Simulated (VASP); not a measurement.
Wanted: the native input for a VASP 6.6.1 run.

```yaml
Task: single point
Functional: PBE
Potentials_or_basis: VASP PAW PBE potentials, release 64 (C, Au)
Cutoff: 520 eV
k_mesh: 2 × 2 × 1
Occupations: gaussian, width 0.02 eV
Spin: collinear spin
Starting_moments: "[0.0, 0.0, 0.0, 0.0, 0.0, 0.0, 0.0, 0.0, 0.0, 0.0, 0.0, 0.0, 0.0, 0.0, 0.0, 0.0, 0.0, 0.0, 1.0] μB"
Dipole_correction: no
Further_INCAR_settings: LREAL = Auto; ALGO = Normal; EDIFF = 1e-07; NBANDS = 60
```

The structure of AuC18 lies in POSCAR:

```
AuC18
1.0
    7.3980000000      0.0000000000      0.0000000000
   -3.6990000000      6.4068560000      0.0000000000
    0.0000000000      0.0000000000     11.0000000000
C Au
18 1
Direct
    0.0072178129      0.0046778231      0.0868910029
    0.2294389242      0.1158000960      0.0862876886
    0.0070985019      0.3381128841      0.0849762426
    0.2290822766      0.4489363250      0.0868942436
    0.0070923646      0.6711306322      0.0849744618
    0.2290803104      0.7823116415      0.0868902379
    0.3404987442      0.0046843264      0.0869162855
    0.5629283329      0.1161599530      0.0868987743
    0.3405100903      0.3379681725      0.0869305268
    0.5629364778      0.4489273371      0.0868951244
    0.3383151079      0.6702372705      0.0919675799
    0.5627782322      0.7824643401      0.1047312419
    0.6749651124      0.0068994285      0.0919511883
    0.8963014715      0.1161547278      0.0868818377
    0.6740712041      0.3381120416      0.0849698620
    0.8961068593      0.4491286636      0.0852861988
    0.6749624904      0.6702272883      0.0919511739
    0.8963168763      0.7823068073      0.0868689221
    0.5630315103      0.7826248413      0.3172012068
```

The input as run:

INCAR

```
SYSTEM = AuC18
PREC = Accurate
ENCUT = 520
EDIFF = 1E-7
ISMEAR = 0
SIGMA = 0.02
LREAL = Auto
LASPH = .True.
NELM = 150
ALGO = Normal
ISIF = 2
LWAVE = .False.
LCHARG = .False.
ISPIN = 2
MAGMOM = 0 0 0 0 0 0 0 0 0 0 0 0 0 0 0 0 0 0 1
LORBIT = 11
LMAXMIX = 4
GGA = PE
NBANDS = 60
```

KPOINTS

```
regular mesh
0
Gamma
  2 2 1
  0 0 0
```

Potentials or basis: VASP PAW PBE potentials, release 64 (C, Au).

Launch:

```sh
$ cat potpaw_PBE.64/C/POTCAR potpaw_PBE.64/Au/POTCAR > POTCAR
$ mpirun -np 1 vasp_std > vasp.out
```

It gave:

The largest force is 0.142 eV/Å and the net moment is 0.00 μB per cell. The valence electrons inside the program's atomic spheres are C 2.64, 2.65, 2.60 (each value once); Au 9.57.

Caveat: the k points lie up to 0.49 Å⁻¹ apart.

Run time: 13 min on 1 thread of AMD EPYC 7R43 64-Core Processor (Zen 3) (shared host), peak memory 0.76 GiB.
